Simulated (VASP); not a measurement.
# AgCl (I4/mmm) in VASP: further runs

AgCl is run at these levels: PBE; tasks: single point.

Program: VASP 6.6.1. These are calculated values, not measurements. Logs are shortened: lines on timing, memory, paths and dates and some standing lists are left out, and cuts for length are marked.

## Step 1: The cell of the first run

Symmetry: I4/mmm, No. 139, tetragonal system. Conventional cell: a = 3.810 Å, b = 3.810 Å, c = 5.163 Å, α = 90.00°, β = 90.00°, γ = 90.00°. Ag (site symmetry 4/mmm) has 6 Cl at 2.58 to 2.69 Å within 3.4 Å. Within 3.4 Å of Cl (site symmetry 4/mmm) lie 6 Ag at 2.58 to 2.69 Å.

## Step 2: Single point, PBE (strain -0.040 along x and y, -0.080 along z)

File INCAR:

```
PREC     = Accurate       # precision mode
ENCUT    = 520            # plane-wave cutoff, eV
EDIFF    = 1E-6           # SCF threshold, eV
ISMEAR   = 0              # smearing method
SIGMA    = 0.05           # smearing width, eV
LREAL    = False          # projectors in reciprocal space
LASPH    = True           # aspherical terms in the spheres
NELM     = 80             # most SCF steps
ALGO     = Normal         # electronic algorithm
ISIF     = 2              # what is computed and relaxed
LWAVE    = False          # write WAVECAR
LCHARG   = True           # write CHGCAR
GGA      = PE             # functional
LELF     = True           # ELF
LVHAR    = True         
NBANDS   = 16             # bands
```

File KPOINTS:

```
regular mesh
0
Gamma
  8 8 8
```

File POSCAR:

```
AgCl
1.0
    0.0000000000      2.6937819368      2.5815410227
    2.6937819368      0.0000000000      2.5815410227
    2.6937819368      2.6937819368      0.0000000000
Ag Cl
1 1
Direct
    0.5000000000      0.5000000000      0.5000000000
    0.0000000000      0.0000000000      0.0000000000
```

Potentials or basis: VASP PAW PBE potentials, release 64 (Ag, Cl).

On the command line:

```bash
$ cat potpaw_PBE.64/Ag/POTCAR potpaw_PBE.64/Cl/POTCAR > POTCAR
$ mpirun -np 1 vasp_std > vasp.out
```

OUTCAR:

```text
PREC = Accurate
   ENCUT = 520
   EDIFF = 1E-6
   ISMEAR = 0
   LREAL = False
   LASPH = True
   NELM = 80
   ISIF = 2
   GGA = PE

 ion  position               nearest neighbor table
   1  0.500  0.500  0.500-   2 2.58   2 2.58   2 2.69   2 2.69   2 2.69   2 2.69
   2  0.000  0.000  0.000-   1 2.58   1 2.58   1 2.69   1 2.69   1 2.69   1 2.69

  LATTYP: Found a body centered tetragonal cell.
 ALAT       =     3.8095829491
 C/A-ratio  =     1.3552879972

  Lattice vectors:

 A1 = (   0.0000000000,  -2.6937819368,  -2.5815410227)
 A2 = (   0.0000000000,   2.6937819368,  -2.5815410227)
 A3 = (   2.6937819368,   0.0000000000,   2.5815410227)

Analysis of symmetry for initial positions (statically):
=====================================================================
 Subroutine PRICEL returns:
 Original cell was already a primitive cell.

 Routine SETGRP: Setting up the symmetry group for a
 body centered tetragonal supercell.

 Subroutine GETGRP returns: Found 16 space group operations
 (whereof 16 operations were pure point group operations)
 out of a pool of 16 trial point group operations.

The static configuration has the point symmetry D_4h.

Analysis of symmetry for dynamics (positions and initial velocities):
=====================================================================
 Subroutine PRICEL returns:
 Original cell was already a primitive cell.

 Routine SETGRP: Setting up the symmetry group for a
 body centered tetragonal supercell.

 Subroutine GETGRP returns: Found 16 space group operations
 (whereof 16 operations were pure point group operations)
 out of a pool of 16 trial point group operations.

The dynamic configuration has the point symmetry D_4h.

 Subroutine INISYM returns: Found 16 space group operations
 (whereof 16 operations are pure point group operations),
 and found     1 'primitive' translations

----------------------------------------------------------------------------------------

                                     Primitive cell

  volume of cell :      37.4657

  direct lattice vectors                    reciprocal lattice vectors
     0.000000000  2.693781937  2.581541023    -0.185612649  0.185612649  0.193682764
     2.693781937  0.000000000  2.581541023     0.185612649 -0.185612649  0.193682764
     2.693781937  2.693781937  0.000000000     0.185612649  0.185612649 -0.193682764

  length of vectors
     3.731060865  3.731060865  3.809582949     0.326216375  0.326216375  0.326216375

[... 73 lines left out ...]
   ICHARG =      2    charge: 1-file 2-atom 10-const
   ISPIN  =      1    spin polarized calculation?
   LNONCOLLINEAR =      F non collinear calculations
   LSORBIT =      F    spin-orbit coupling
   LASPH  =      T    aspherical Exc in radial PAW
   ENCUT  =  520.0 eV  38.22 Ry    6.18 a.u.   6.94  6.94  7.08*2*pi/ulx,y,z
   NELM   =     80;   NELMIN=  2; NELMDL= -5     # of ELM steps
   EDIFF  = 0.1E-05   stopping-criterion for ELM
   LREAL  =      F    real-space projection
   EDIFFG = 0.1E-04   stopping-criterion for IOM
   NSW    =      0    number of steps for IOM
   IBRION =     -1    ionic relax: 0-MD 1-quasi-New 2-CG
   NFREE  =      0    steps in history (QN), initial steepest desc. (CG)
   ISIF   =      2    stress and relaxation
   ISYM   =      2    0-nonsym 1-usesym 2-fastsym
   POTIM  = 0.5000    time-step for ionic-motion
   TEBEG  =    0.0;   TEEND  =   0.0 temperature during run
   PSTRESS=    0.0 pullay stress
   NELECT =      18.0000    total number of electrons
   NUPDOWN=      -1.0000    fix difference up-down
   EMIN   =  10.00;   EMAX   =-10.00  energy-range for DOS
   EFERMI =   0.00;   METHOD = LEGACY
   ISMEAR =     0;   SIGMA  =   0.05  broadening in eV -4-tet -1-fermi 0-gaus
   EFERMI_NEDOS =   21; number of points for ismear=-14 and -15
   IALGO  =     38    algorithm
   IMIX   =      4    mixing-type and parameters
     AMIX     =   0.40;   BMIX     =  1.00
     AMIX_MAG =   1.60;   BMIX_MAG =  1.00
  volume/ion in A,a.u.               =      18.73       126.42
  Fermi-wavevector in a.u.,A,eV,Ry     =   1.282196  2.422999 22.368334  1.644026
  Thomas-Fermi vector in A             =   2.414522
   LORBIT       =      0    0 simple, 1 ext, 2 COOP (PROOUT), +10 PAW based schemes
   GGA     = PE    functional components
   LHFCALC =     F    Hartree Fock is set to
   AEXX    =    0.0000 exact exchange contribution
   IVDW    =     0    specifies the selected vdW correction
   LEPSILON=     F    determine dielectric tensor
   LRPA    =     F    only Hartree local field effects (RPA)
 non-spin polarized calculation
 Gauss-broadening in eV      SIGMA  =   0.05
  energy-cutoff  :      520.00
  volume of cell :       37.47
 maximum number of plane-waves:      1020
   NGX = 13   NGY = 13   NGZ = 15

 number of electron      17.9999998 magnetization

 Free energy of the ion-electron system (eV)
  ---------------------------------------------------
  ext. energy  EPLUGINS =         0.00000000
  ---------------------------------------------------
  free energy    TOTEN  =        -5.20548574 eV

  energy without entropy =       -5.20548574  energy(sigma->0) =       -5.20548574

 E-fermi :   6.0144     XC(G=0): -10.6574

 val. band max:        5.7387225089   @ k =   0.5000   0.0000   0.0000
 cond. band min:       6.5218481233   @ k =   0.0000   0.0000   0.0000
 fundamental gap:      0.7831256144
 Fermi energy:         6.0144006799

 k-point     1 :       0.0000    0.0000    0.0000
  band No.  band energies     occupation
      1     -10.5216      2.00000
      2       2.4870      2.00000
      3       2.4870      2.00000
      4       2.5679      2.00000
      5       2.5842      2.00000
      6       2.5931      2.00000
[... 433 lines left out ...]
      3       0.7109      2.00000
      4       0.9513      2.00000
      5       2.7592      2.00000
      6       2.9897      2.00000
[... 8 lines left out ...]
     15      19.3689      0.00000
     16      20.0100      0.00000

 [... further k-points ...]
[... 5 lines left out ...]
  --------------------------------------------------------------------------------------
  -------------------------------------------------------------------------------------
  Total        2.2494603      2.2494603      3.0253574      0.0000000      0.0000000      0.0000000
  in kB       96.1955592     96.1955592    129.3758978      0.0000000      0.0000000      0.0000000
  external PRESSURE =     107.2556720 kB  Pullay stress =       0.0000000 kB

 VOLUME and BASIS-vectors are now :
 -----------------------------------------------------------------------------
  energy-cutoff  :      520.00
  volume of cell :       37.47
      direct lattice vectors                 reciprocal lattice vectors
     0.000000000  2.693781937  2.581541023    -0.185612649  0.185612649  0.193682764
     2.693781937  0.000000000  2.581541023     0.185612649 -0.185612649  0.193682764
     2.693781937  2.693781937  0.000000000     0.185612649  0.185612649 -0.193682764

 POSITION                                       TOTAL-FORCE (eV/Angst)
 -----------------------------------------------------------------------------------
      2.69378      2.69378      2.58154         0.000000     -0.000000      0.000000
      0.00000      0.00000      0.00000        -0.000000      0.000000      0.000000
 -----------------------------------------------------------------------------------
    total drift:                                0.000000      0.000000      0.000000

  FREE ENERGIE OF THE ION-ELECTRON SYSTEM (eV)
  ---------------------------------------------------
  free  energy   TOTEN  =        -5.2054857403 eV

  energy  without entropy=       -5.2054857403  energy(sigma->0) =       -5.20548574
```

Wall time 34 s (1 thread of AMD EPYC 7R43 (Zen 3), shared host); peak memory 0.13 GiB.

What came out:

- Free energy: -5.2055 eV
- Pressure: 10.7 GPa
- Band gap on the k mesh: 0.78 eV, indirect (least direct gap 3.68 eV)

Levels at points of the mesh, in eV from the valence-band top:
```csv
k point,band 7,band 8,band 9,band 10,band 11,band 12
"(0.00, 0.00, 0.00)",-3.11,-2.99,-2.99,0.78,10.62,10.62
"(0.50, 0.00, 0.00)",-2.30,-0.31,0.00,3.69,7.00,7.18
"(0.50, 0.50, 0.00)",-2.55,-2.55,-2.32,1.95,7.48,9.19
"(0.50, 0.00, 0.50)",-2.55,-2.52,-2.34,2.03,7.79,8.78
```

Caveat: the cell differs from its parent crystal (strain -0.040 along x and y, -0.080 along z).

## Step 3: Single point, PBE (strain -0.080 along x and y, +0.040 along z)

File INCAR:

```
SYSTEM = AgCl
ALGO     = Normal         ! electronic algorithm
EDIFF    = 1E-7           ! SCF threshold, eV
ENCUT    = 520            ! plane-wave cutoff, eV
GGA      = PE             ! functional
ISIF     = 2              ! what is computed and relaxed
ISMEAR   = 0              ! smearing method
LASPH    = .TRUE.         ! aspherical terms in the spheres
LCHARG   = .TRUE.         ! write CHGCAR
LELF     = .TRUE.         ! ELF
LREAL    = .FALSE.        ! projectors in reciprocal space
LVHAR    = .TRUE.       
LWAVE    = .FALSE.        ! write WAVECAR
NBANDS   = 16             ! bands
NELM     = 60             ! most SCF steps
PREC     = Accurate       ! precision mode
SIGMA    = 0.05           ! smearing width, eV
```

File KPOINTS:

```
k-points
0
G
  8 8 8
  0 0 0
```

File POSCAR:

```
AgCl
1.0
    0.0000000000      2.5815410227      2.9182637648
    2.5815410227      0.0000000000      2.9182637648
    2.5815410227      2.5815410227      0.0000000000
Ag Cl
1 1
Direct
    0.5000000000      0.5000000000      0.5000000000
    0.0000000000      0.0000000000      0.0000000000
```

Potentials or basis: VASP PAW PBE potentials, release 64 (Ag, Cl).

On the command line:

```bash
$ cat potpaw_PBE.64/Ag/POTCAR potpaw_PBE.64/Cl/POTCAR > POTCAR
$ mpirun -np 1 vasp_std > vasp.out
```

It took 50 s on 1 thread of AMD EPYC 7R43 (Zen 3), shared host; peak memory 0.15 GiB.

The run converged. Its results:

```
Free energy            : -5.2221 eV
Pressure               : 9.2 GPa
Band gap on the k mesh : 0.55 eV, indirect (least direct gap 3.44 eV)
```

Stress tensor (GPa, compression positive):
```
11.78  0.00  0.00
 0.00 11.78  0.00
 0.00  0.00  4.00
```

Levels at points of the mesh, in eV from the valence-band top:
```
           k point  band 7  band 8  band 9  band 10  band 11  band 12
(0.00, 0.00, 0.00)   -3.27   -3.27   -3.05     0.55    10.22    10.55
(0.50, 0.00, 0.00)   -2.48   -0.93    0.00     3.44     6.52     6.78
(0.50, 0.50, 0.00)   -2.79   -2.79   -2.65     1.98     7.64     7.99
(0.50, 0.00, 0.50)   -2.88   -2.71   -2.53     1.74     7.24     8.83
```

Caveat: the cell differs from its parent crystal (strain -0.080 along x and y, +0.040 along z).

[end of part 1 of 2]
